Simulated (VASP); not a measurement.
**LiMg: single point with LDA**

LiMg:

```xyz
4
Lattice="4.8293 0.0000 0.0000 0.0000 3.2836 0.0000 0.0000 0.0000 4.8503" Properties=species:S:1:pos:R:3 pbc="T T T"
Li    3.6220    0.0000    1.2471
Li    1.2073    0.0000    3.6032
Mg    1.2073    1.6418    1.1829
Mg    3.6220    1.6418    3.6675
```

- Program: VASP 6.6.1
- Task: single point
- Functional: LDA
- Potentials or basis: VASP PAW LDA potentials, release 64 (Li_sv, Mg)
- Cutoff: 520 eV
- k mesh: 5 × 7 × 5
- Occupations: methfessel-paxton, width 0.05 eV
- Spin: no spin polarisation

```yaml
Largest_force: 0.019 eV/Å
Band_gap_on_the_k_mesh: zero (band 5 reaches 3.55 eV, above the bottom of band 6 at 0.58 eV)
```

Forces in eV/Å, atoms in the order of the input:
```
Li   0.000  0.000 -0.019
Li   0.000  0.000  0.019
Mg   0.000  0.000  0.004
Mg   0.000  0.000 -0.004
```

Levels at points of the mesh, in eV from the Fermi level:
```tsv
k point	band 1	band 2	band 3	band 4	band 5	band 6	band 7	band 8	band 9	band 10
(0.00, 0.00, 0.00)	-45.25	-45.25	-5.74	-0.83	-0.79	0.01	2.09	4.74	4.78	5.73
```

It took 16 s on 1 thread of Intel(R) Xeon(R) Platinum 8488C (Sapphire Rapids) (shared host), peak memory 0.16 GiB.
